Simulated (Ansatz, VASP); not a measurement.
# One calculation of Re, two programs

```
CELL_PARAMETERS angstrom
2.71106 0.00000 0.00000
-1.35553 2.39576 0.00000
0.00000 0.00000 8.93885
ATOMIC_POSITIONS crystal
Re 0.66667 0.33333 0.75000
Re 0.00000 0.00000 0.50000
Re 0.33333 0.66667 0.25000
Re 0.00000 0.00000 0.00000
```

Alike in both runs: task single point; functional PBE; k mesh 8 × 8 × 3; occupations fermi-dirac, width 0.05 eV; no spin polarisation.

|  | VASP | Ansatz |
| --- | --- | --- |
| version | VASP 6.6.1 | Ansatz 0.2.0 |
| potentials or method | VASP PAW PBE potentials, release 64 (Re) | Ansatz PAW |
| plane-wave cutoff (eV) | 520 | 420 |
| valence electrons in the cell | 28 | 60 |

VASP gave:

```
gap on the k mesh at the Fermi level (eV)                     : none
pressure (GPa)                                                : 11.5
traceless stress, the component that is largest in VASP (GPa) : 6.81
rms of the force components (eV/Å)                            : 0.045
```

**Question.** Estimate Ansatz's values.

**Answer.** gap on the k mesh at the Fermi level (eV): none; pressure (GPa): 11.9; traceless stress, the component that is largest in VASP (GPa): 6.89; rms of the force components (eV/Å): 0.045.

Atom by atom the forces differ by 0.000 eV/Å (rms over components). A gap of «none» marks a metal or a gap that the smearing closes. The functional is the same, so the differences come from potentials, cutoffs and numerics. VASP's potentials hold 28 valence electrons a cell and Ansatz's 60, so a difference there can come from the potentials and not from the codes.

Neither program's run includes spin-orbit coupling.
